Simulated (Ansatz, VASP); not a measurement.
**One calculation of Sn4Bi2O, two programs**

```
Sn Bi O
1.0
     5.16935    0.00000    0.00000
    -2.58468    4.47679    0.00000
     0.00000    0.00000    9.30433
Sn Bi O
4 2 1
Cartesian
  0.0000 2.9845 7.7910
  0.0000 2.9845 1.5133
  2.5847 1.4923 1.5133
  2.5847 1.4923 7.7910
  0.0000 2.9845 4.6522
  2.5847 1.4923 4.6522
  0.0000 0.0000 4.6522
```

Alike in both runs: task relaxation of cell and atoms; functional PBE; k mesh 6 × 6 × 2; occupations gaussian, width 0.1 eV; no spin polarisation.

|  | VASP | Ansatz |
| --- | --- | --- |
| version | VASP 6.6.1 | Ansatz 0.2.0 |
| potentials or method | VASP PAW PBE potentials, release 64 (Sn_d, Bi_d, O), cutoff 600 eV | scalar-relativistic, plane waves, PAW |
| valence electrons in the cell | 92 | 92 |

```csv
,VASP,Ansatz,Ansatz less VASP
"gap on the k mesh at the Fermi level, each at its own relaxed structure (eV)",none,none,-
relaxed volume (Å³/atom),30.87,30.86,-0.007
relaxed length of the cell vector where the two differ most in proportion (Å),9.522,9.529,+0.0066
```

A gap of «none» marks a metal or a gap that the smearing closes.

Neither program's run includes spin-orbit coupling.
